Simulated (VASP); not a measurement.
# ZrC (I4/mmm) in VASP: further runs

Runs on ZrC. Level: PBE. Tasks: single point.

Everything below comes from runs of VASP 6.6.1. Logs are shortened: lines on timing, memory, paths and dates and some standing lists are left out, and cuts for length are marked.

### Step 1. The cell of the first run

Symmetry: I4/mmm, No. 139, tetragonal system. Conventional cell: a = 3.457 Å, b = 3.457 Å, c = 4.512 Å, α = 90.00°, β = 90.00°, γ = 90.00°. Within 3.0 Å of Zr (site symmetry 4/mmm) lie 6 C at 2.26 to 2.44 Å. C (site symmetry 4/mmm) has 6 Zr at 2.26 to 2.44 Å within 3.0 Å.

### Step 2. Single point, PBE (strain +0.040 along x and y, -0.040 along z)

INCAR reads:

```
ALGO     = Normal         # electronic algorithm
EDIFF    = 1E-6           # SCF threshold, eV
ENCUT    = 520            # plane-wave cutoff, eV
GGA      = PE             # functional
ISIF     = 2              # what is computed and relaxed
ISMEAR   = 0              # smearing method
LASPH    = True           # aspherical terms in the spheres
LCHARG   = False          # write CHGCAR
LREAL    = False          # projectors in reciprocal space
LWAVE    = False          # write WAVECAR
NBANDS   = 15             # bands
NELM     = 100            # most SCF steps
PREC     = Accurate       # precision mode
SIGMA    = 0.15           # smearing width, eV
```

KPOINTS reads:

```
k-points
0
Gamma
  18 18 18
```

POSCAR reads:

```
ZrC
1.0
    0.0000000000      2.4442184000      2.2562016000
    2.4442184000      0.0000000000      2.2562016000
    2.4442184000      2.4442184000      0.0000000000
Zr C
1 1
Direct
    0.5000000000      0.5000000000      0.5000000000
    0.0000000000      0.0000000000      0.0000000000
```

Potentials or basis: VASP PAW PBE potentials, release 64 (Zr_sv, C).

Command:

```
cat potpaw_PBE.64/Zr_sv/POTCAR potpaw_PBE.64/C/POTCAR > POTCAR
mpirun -np 1 vasp_std > vasp.out
```

OUTCAR:

```text
EDIFF = 1E-6
   ENCUT = 520
   GGA = PE
   ISIF = 2
   ISMEAR = 0
   LASPH = True
   LREAL = False
   NELM = 100
   PREC = Accurate

 ion  position               nearest neighbor table
   1  0.500  0.500  0.500-   2 2.26   2 2.26   2 2.44   2 2.44   2 2.44   2 2.44
   2  0.000  0.000  0.000-   1 2.26   1 2.26   1 2.44   1 2.44   1 2.44   1 2.44

  LATTYP: Found a body centered tetragonal cell.
 ALAT       =     3.4566468107
 C/A-ratio  =     1.3054279037

  Lattice vectors:

 A1 = (   0.0000000000,  -2.4442184000,  -2.2562016000)
 A2 = (   0.0000000000,   2.4442184000,  -2.2562016000)
 A3 = (   2.4442184000,   0.0000000000,   2.2562016000)

Analysis of symmetry for initial positions (statically):
=====================================================================
 Subroutine PRICEL returns:
 Original cell was already a primitive cell.

 Routine SETGRP: Setting up the symmetry group for a
 body centered tetragonal supercell.

 Subroutine GETGRP returns: Found 16 space group operations
 (whereof 16 operations were pure point group operations)
 out of a pool of 16 trial point group operations.

The static configuration has the point symmetry D_4h.

Analysis of symmetry for dynamics (positions and initial velocities):
=====================================================================
 Subroutine PRICEL returns:
 Original cell was already a primitive cell.

 Routine SETGRP: Setting up the symmetry group for a
 body centered tetragonal supercell.

 Subroutine GETGRP returns: Found 16 space group operations
 (whereof 16 operations were pure point group operations)
 out of a pool of 16 trial point group operations.

The dynamic configuration has the point symmetry D_4h.

 Subroutine INISYM returns: Found 16 space group operations
 (whereof 16 operations are pure point group operations),
 and found     1 'primitive' translations

----------------------------------------------------------------------------------------

                                     Primitive cell

  volume of cell :      26.9580

  direct lattice vectors                    reciprocal lattice vectors
     0.000000000  2.444218400  2.256201600    -0.204564371  0.204564371  0.221611402
     2.444218400  0.000000000  2.256201600     0.204564371 -0.204564371  0.221611402
     2.444218400  2.444218400  0.000000000     0.204564371  0.204564371 -0.221611402

  length of vectors
     3.326356753  3.326356753  3.456646811     0.364423898  0.364423898  0.364423898

  position of ions in fractional coordinates (direct lattice)
     0.500000000  0.500000000  0.500000000
     0.000000000  0.000000000  0.000000000

  ion indices of the primitive-cell ions
   primitive index   ion index
                 1           1
                 2           2

----------------------------------------------------------------------------------------

 KPOINTS: k-points

Automatic generation of k-mesh.
 Grid dimensions read from file:
 generate k-points for:   18   18   18

 Generating k-lattice:

  Cartesian coordinates                     Fractional coordinates (reciprocal lattice)
    -0.011364687  0.011364687  0.012311745     0.055555556  0.000000000  0.000000000
     0.011364687 -0.011364687  0.012311745     0.000000000  0.055555556  0.000000000
     0.011364687  0.011364687 -0.012311745     0.000000000  0.000000000  0.055555556

  Length of vectors
     0.020245772  0.020245772  0.020245772

  Shift w.r.t. Gamma in fractional coordinates (k-lattice)
     0.000000000  0.000000000  0.000000000

 Subroutine IBZKPT returns following result:
 ===========================================

 Found    480 irreducible k-points:

 Following reciprocal coordinates:
            Coordinates               Weight
  0.000000  0.000000  0.000000      1.000000
  0.055556  0.000000  0.000000      8.000000
  0.111111  0.000000  0.000000      8.000000
  0.166667  0.000000  0.000000      8.000000
  0.222222  0.000000  0.000000      8.000000
  0.277778  0.000000  0.000000      8.000000
[... 16 lines left out ...]
 -0.277778  0.055556  0.000000      8.000000
 -0.222222  0.055556  0.000000      8.000000
 [... further k-points ...]
   k-points           NKPTS =    480   k-points in BZ     NKDIM =    480   number of bands    NBANDS=     15
   number of dos      NEDOS =    301   number of ions     NIONS =      2
   total plane-waves  NPLWV =  21952
   dimension x,y,z NGX =    28 NGY =   28 NGZ =   28
   dimension x,y,z NGXF=    56 NGYF=   56 NGZF=   56
   ions per type =               1   1
   NGX,Y,Z   is equivalent  to a cutoff of  13.99, 13.99, 13.47 a.u.
   NGXF,Y,Z  is equivalent  to a cutoff of  27.99, 27.99, 26.93 a.u.
 SYSTEM =  unknown system
   PREC   = accura    normal or accurate (medium, high low for compatibility)
   ISTART =      0    job   : 0-new  1-cont  2-samecut
   ICHARG =      2    charge: 1-file 2-atom 10-const
   ISPIN  =      1    spin polarized calculation?
   LNONCOLLINEAR =      F non collinear calculations
   LSORBIT =      F    spin-orbit coupling
   LASPH  =      T    aspherical Exc in radial PAW
   ENCUT  =  520.0 eV  38.22 Ry    6.18 a.u.   6.18  6.18  6.43*2*pi/ulx,y,z
   NELM   =    100;   NELMIN=  2; NELMDL= -5     # of ELM steps
   EDIFF  = 0.1E-05   stopping-criterion for ELM
   LREAL  =      F    real-space projection
   EDIFFG = 0.1E-04   stopping-criterion for IOM
   NSW    =      0    number of steps for IOM
   IBRION =     -1    ionic relax: 0-MD 1-quasi-New 2-CG
   NFREE  =      0    steps in history (QN), initial steepest desc. (CG)
   ISIF   =      2    stress and relaxation
   ISYM   =      2    0-nonsym 1-usesym 2-fastsym
   POTIM  = 0.5000    time-step for ionic-motion
   TEBEG  =    0.0;   TEEND  =   0.0 temperature during run
   PSTRESS=    0.0 pullay stress
   NELECT =      16.0000    total number of electrons
   NUPDOWN=      -1.0000    fix difference up-down
   EMIN   =  10.00;   EMAX   =-10.00  energy-range for DOS
   EFERMI =   0.00;   METHOD = LEGACY
   ISMEAR =     0;   SIGMA  =   0.15  broadening in eV -4-tet -1-fermi 0-gaus
   EFERMI_NEDOS =   21; number of points for ismear=-14 and -15
   IALGO  =     38    algorithm
   IMIX   =      4    mixing-type and parameters
     AMIX     =   0.40;   BMIX     =  1.00
     AMIX_MAG =   1.60;   BMIX_MAG =  1.00
  volume/ion in A,a.u.               =      13.48        90.96
  Fermi-wavevector in a.u.,A,eV,Ry     =   1.375790  2.599866 25.753086  1.892798
  Thomas-Fermi vector in A             =   2.501094
   LORBIT       =      0    0 simple, 1 ext, 2 COOP (PROOUT), +10 PAW based schemes
   GGA     = PE    functional components
   LHFCALC =     F    Hartree Fock is set to
   AEXX    =    0.0000 exact exchange contribution
   IVDW    =     0    specifies the selected vdW correction
   LEPSILON=     F    determine dielectric tensor
   LRPA    =     F    only Hartree local field effects (RPA)
 non-spin polarized calculation
 Gauss-broadening in eV      SIGMA  =   0.15
  energy-cutoff  :      520.00
  volume of cell :       26.96
 maximum number of plane-waves:       756
 NGX is ok and might be reduce to    28
   NGX = 13   NGY = 13   NGZ = 13

 number of electron      16.0000000 magnetization

 Free energy of the ion-electron system (eV)
  ---------------------------------------------------
  ext. energy  EPLUGINS =         0.00000000
  ---------------------------------------------------
  free energy    TOTEN  =       -19.32636703 eV

  energy without entropy =      -19.32325407  energy(sigma->0) =      -19.32481055

 E-fermi :   9.2140     XC(G=0): -11.9366

 val. band max:        9.2091128910   @ k =   0.2222   0.0000   0.2222
 cond. band min:       9.2198996905   @ k =   0.5000   0.3889   0.0000
 fundamental gap:      0.0107867994
 Fermi energy:         9.2140185878

 k-point     1 :       0.0000    0.0000    0.0000
  band No.  band energies     occupation
      1     -39.0402      2.00000
      2     -16.7979      2.00000
      3     -16.7979      2.00000
      4     -16.7491      2.00000
      5      -1.9948      2.00000
      6       9.9797      0.00000
      7       9.9797      0.00000
      8      10.0548      0.00000
      9      10.0548      0.00000
     10      10.3943      0.00000
     11      10.7862      0.00000
     12      11.4582      0.00000
     13      11.9056      0.00000
     14      16.5957      0.00000
     15      19.6402      0.00000

 k-point     2 :       0.0556    0.0000    0.0000
  band No.  band energies     occupation
      1     -39.0377      2.00000
      2     -16.8150      2.00000
      3     -16.8014      2.00000
      4     -16.7572      2.00000
      5      -1.9278      2.00000
      6       9.3992      0.08077
      7       9.4674      0.01690
      8       9.8407      0.00000
      9      10.3053      0.00000
     10      10.5639      0.00000
     11      10.9395      0.00000
     12      11.8636      0.00000
     13      12.3411      0.00000
     14      16.7583      0.00000
     15      19.8240      0.00000

 k-point     3 :       0.1111    0.0000    0.0000
  band No.  band energies     occupation
      1     -39.0302      2.00000
      2     -16.8771      2.00000
      3     -16.8115      2.00000
      4     -16.7667      2.00000
      5      -1.7316      2.00000
      6       8.5979      2.00000
      7       8.8026      1.99989
      8       9.1913      1.16981
      9      10.5652      0.00000
     10      10.8199      0.00000
     11      11.2002      0.00000
     12      12.6932      0.00000
     13      13.2198      0.00000
     14      17.1932      0.00000
     15      20.3355      0.00000

 k-point     4 :       0.1667    0.0000    0.0000
  band No.  band energies     occupation
      1     -39.0188      2.00000
      2     -16.9790      2.00000
      3     -16.8268      2.00000
      4     -16.7728      2.00000
      5      -1.4207      2.00000
      6       7.7486      2.00000
      7       8.1665      2.00000
      8       8.5121      2.00000
      9      10.9298      0.00000
     10      11.1290      0.00000
     11      11.4527      0.00000
     12      13.6518      0.00000
     13      14.2261      0.00000
     14      17.7696      0.00000
     15      21.0473      0.00000
[... 307 lines left out ...]
 k-point    22 :      -0.3333    0.0556    0.0000
  band No.  band energies     occupation
      1     -38.9710      2.00000
      2     -17.3712      2.00000
      3     -16.8836      2.00000
      4     -16.8153      2.00000
      5       0.0123      2.00000
      6       5.1465      2.00000
      7       6.6424      2.00000
      8       7.0871      2.00000
      9      12.4261      0.00000
     10      12.4528      0.00000
     11      13.1053      0.00000
     12      17.1298      0.00000
     13      17.2255      0.00000
     14      17.9155      0.00000
     15      22.6482      0.00000

 k-point    23 :      -0.2778    0.0556    0.0000
  band No.  band energies     occupation
      1     -38.9845      2.00000
      2     -17.2591      2.00000
      3     -16.8638      2.00000
      4     -16.8120      2.00000
      5      -0.4611      2.00000
      6       5.8107      2.00000
      7       6.9565      2.00000
      8       7.5186      2.00000
      9      11.8168      0.00000
     10      11.9617      0.00000
     11      12.6953      0.00000
     12      16.3969      0.00000
     13      16.4201      0.00000
     14      18.0819      0.00000
     15      22.3191      0.00000

 k-point    24 :      -0.2222    0.0556    0.0000
  band No.  band energies     occupation
      1     -38.9993      2.00000
      2     -17.1345      2.00000
      3     -16.8435      2.00000
      4     -16.8058      2.00000
      5      -0.9161      2.00000
      6       6.5510      2.00000
      7       7.3717      2.00000
      8       8.0155      2.00000
      9      11.2362      0.00000
     10      11.5955      0.00000
     11      12.2839      0.00000
     12      15.4178      0.00000
     13      15.4546      0.00000
     14      18.0180      0.00000
     15      21.9837      0.00000

 [... further k-points ...]
[... 5 lines left out ...]
  --------------------------------------------------------------------------------------
  -------------------------------------------------------------------------------------
  Total       -2.2431024     -2.2431024      2.4910337      0.0000000      0.0000000      0.0000000
  in kB     -133.3127723   -133.3127723    148.0479076      0.0000000      0.0000000      0.0000000
  external PRESSURE =     -39.5258790 kB  Pullay stress =       0.0000000 kB

 VOLUME and BASIS-vectors are now :
 -----------------------------------------------------------------------------
  energy-cutoff  :      520.00
  volume of cell :       26.96
      direct lattice vectors                 reciprocal lattice vectors
     0.000000000  2.444218400  2.256201600    -0.204564371  0.204564371  0.221611402
     2.444218400  0.000000000  2.256201600     0.204564371 -0.204564371  0.221611402
     2.444218400  2.444218400  0.000000000     0.204564371  0.204564371 -0.221611402

 POSITION                                       TOTAL-FORCE (eV/Angst)
 -----------------------------------------------------------------------------------
      2.44422      2.44422      2.25620        -0.000000      0.000000      0.000000
      0.00000      0.00000      0.00000         0.000000     -0.000000      0.000000
 -----------------------------------------------------------------------------------
    total drift:                                0.000000      0.000000      0.000000

  FREE ENERGIE OF THE ION-ELECTRON SYSTEM (eV)
  ---------------------------------------------------
  free  energy   TOTEN  =       -19.3263670286 eV

  energy  without entropy=      -19.3232540720  energy(sigma->0) =      -19.32481055
```

Run time: 6.5 min. Hardware: 1 thread of Intel Xeon 8259CL, shared host; peak memory 0.32 GiB.

What came out:

| Property | Result |
| --- | --- |
| Free energy | -19.3264 eV |
| Pressure | -4.0 GPa |
| Band gap on the k mesh | zero (bands 8 and 9 overlap by 1.57 eV) |

Stress tensor (GPa, compression positive):
```
-13.33   0.00   0.00
  0.00 -13.33   0.00
  0.00   0.00  14.80
```

Caveat: the cell differs from its parent crystal (strain +0.040 along x and y, -0.040 along z); the cell stands under tension.

### Step 3. Single point, PBE (strain +0.080 along x and y, -0.080 along z)

INCAR reads:

```
SYSTEM = ZrC
PREC = Accurate
ENCUT = 520
EDIFF = 1E-7
ISMEAR = 0
SIGMA = 0.15
LREAL = .False.
LASPH = .True.
NELM = 80
ALGO = Normal
ISIF = 2
LWAVE = .False.
LCHARG = .False.
GGA = PE
NBANDS = 15
```

KPOINTS reads:

```
regular mesh
0
Gamma
  18 18 18
  0 0 0
```

POSCAR reads:

```
ZrC
1.0
    0.0000000000      2.5382268000      2.1621932000
    2.5382268000      0.0000000000      2.1621932000
    2.5382268000      2.5382268000      0.0000000000
Zr C
1 1
Direct
    0.5000000000      0.5000000000      0.5000000000
    0.0000000000      0.0000000000      0.0000000000
```

Potentials or basis: VASP PAW PBE potentials, release 64 (Zr_sv, C).

Command:

```
cat potpaw_PBE.64/Zr_sv/POTCAR potpaw_PBE.64/C/POTCAR > POTCAR
mpirun -np 1 vasp_std > vasp.out
```

Wall time 7.4 min (1 thread of Intel Xeon 8259CL, shared host); peak memory 0.32 GiB.

The run converged. Its results:

```
Free energy            : -18.9140 eV
Pressure               : -2.8 GPa
Band gap on the k mesh : zero (bands 8 and 9 overlap by 1.82 eV)
```

Stress tensor (GPa, compression positive):
```
-21.95   0.00   0.00
  0.00 -21.95   0.00
  0.00   0.00  35.61
```

Levels at points of the mesh, in eV from the Fermi level:
| k point | band 5 | band 6 | band 7 | band 8 | band 9 | band 10 | band 11 | band 12 |
| --- | --- | --- | --- | --- | --- | --- | --- | --- |
| (0.00, 0.00, 0.00) | -11.16 | 0.59 | 0.59 | 0.67 | 0.67 | 1.47 | 1.72 | 1.92 |
| (0.50, 0.00, 0.00) | -8.19 | -5.10 | -3.06 | -2.96 | 3.54 | 4.84 | 5.42 | 5.94 |
| (0.50, 0.50, 0.00) | -10.02 | -1.81 | -0.89 | -0.62 | -0.62 | 4.23 | 5.02 | 5.02 |
| (0.50, 0.00, 0.50) | -10.09 | -2.66 | -1.39 | -0.06 | 0.73 | 3.32 | 4.42 | 5.49 |

Caveat: the cell differs from its parent crystal (strain +0.080 along x and y, -0.080 along z).
